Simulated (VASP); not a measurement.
Here is a VASP 6.6.1 calculation.

Contents of INCAR:

```
  PREC = Accurate
  ENCUT = 520
  EDIFF = 1E-7
  ISMEAR = -1
  SIGMA = 0.08
  LREAL = False
  LASPH = True
  NELM = 60
  ALGO = Normal
  ISIF = 2
  LWAVE = False
  LCHARG = True
  LELF = True
  LVHAR = True
  NBANDS = 16
```

The input KPOINTS:

```
regular mesh
0
Gamma
  10 10 10
```

File POSCAR:

```
LaTe
1.0
    0.0000000000      3.2752200000      3.2110000000
    3.2752200000      0.0000000000      3.2110000000
    3.2752200000      3.2752200000      0.0000000000
La Te
1 1
Direct
    0.0000000000      0.0000000000      0.0000000000
    0.5000000000      0.5000000000      0.5000000000
```

Potentials or basis: VASP PAW LDA potentials, release 64 (La, Te).

Command:

```bash
$ cat potpaw_LDA.64/La/POTCAR potpaw_LDA.64/Te/POTCAR > POTCAR
$ mpirun -np 1 vasp_std > vasp.out
```

Estimate the pressure.

-4.1 GPa.

Stress tensor (GPa, compression positive):
```
-4.83  0.00  0.00
 0.00 -4.83  0.00
 0.00  0.00 -2.56
```

Caveat: the cell differs from its parent crystal (equal xx and yy strain of +2 %).
